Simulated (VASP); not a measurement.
Write the native input for VASP 6.6.1 that does the following.

| Item | Value |
| --- | --- |
| Task | single point |
| Functional | r2SCAN |
| Potentials or basis | VASP PAW PBE potentials, release 64 (W_sv, S) |
| Cutoff | 520 eV |
| k mesh | 7 × 7 × 7 |
| Occupations | methfessel-paxton, width 0.05 eV |
| Spin | no spin polarisation |
| Dipole correction | no |
| Further INCAR settings | ALGO = Normal; EDIFF = 1e-06; NBANDS = 20 |

Crystal: WS2.

```
W S
1.0
     1.57900    0.91164    6.16333
    -1.57900    0.91164    6.16333
     0.00000   -1.82327    6.16333
W S
1 2
Direct
  0.98702 0.01091 0.00837
  0.58570 0.58146 0.57252
  0.74750 0.73998 0.77082
```

One way to write it, as run:

POSCAR

```
WS2
1.0
    1.5790000000      0.9116360751      6.1633333333
   -1.5790000000      0.9116360751      6.1633333333
    0.0000000000     -1.8232721501      6.1633333333
W S
1 2
Direct
   -0.0129770000      0.0109140000      0.0083710000
    0.5857000000      0.5814600000      0.5725220000
    0.7475030000      0.7399750000      0.7708190000
```

INCAR.step1

```
PREC = Accurate
ENCUT = 520
ISMEAR = 1
SIGMA = 0.05
LREAL = F
LASPH = T
NELM = 60
NBANDS = 20
GGA = PE
ALGO = Normal
EDIFF = 1E-4
LWAVE = T
LCHARG = F
```

INCAR.step2

```
PREC = Accurate
ENCUT = 520
EDIFF = 1E-6
ISMEAR = 1
SIGMA = 0.05
LREAL = F
LASPH = T
NELM = 60
ALGO = Normal
ISIF = 2
LWAVE = F
LCHARG = T
METAGGA = R2SCAN
LMIXTAU = T
LELF = T
LVHAR = T
NBANDS = 20
ISTART = 1
```

KPOINTS

```
Automatic mesh
0
Gamma
  7 7 7
```

Potentials or basis: VASP PAW PBE potentials, release 64 (W_sv, S).

Command:

```sh
$ cat potpaw_PBE.64/W_sv/POTCAR potpaw_PBE.64/S/POTCAR > POTCAR
$ cp INCAR.step1 INCAR
$ mpirun -np 1 vasp_std > vasp.out
$ cp INCAR.step2 INCAR
$ mpirun -np 1 vasp_std > vasp.out
```

It gave:

- Pressure: -0.3 GPa
- Largest force: 1.716 eV/Å
- Band gap on the k mesh: 1.15 eV (least direct gap 2.21 eV)

Caveat: the stress differs along the axes, from -4 to 2 GPa; the PAW data sets were made with another functional, which shifts forces and pressure a little; spin-orbit coupling is left out, which moves the levels of the heavy elements.

It took 22 min on 1 thread of AMD EPYC 9R45 96-Core Processor (Zen 5), with other jobs on the host, peak memory 0.42 GiB.
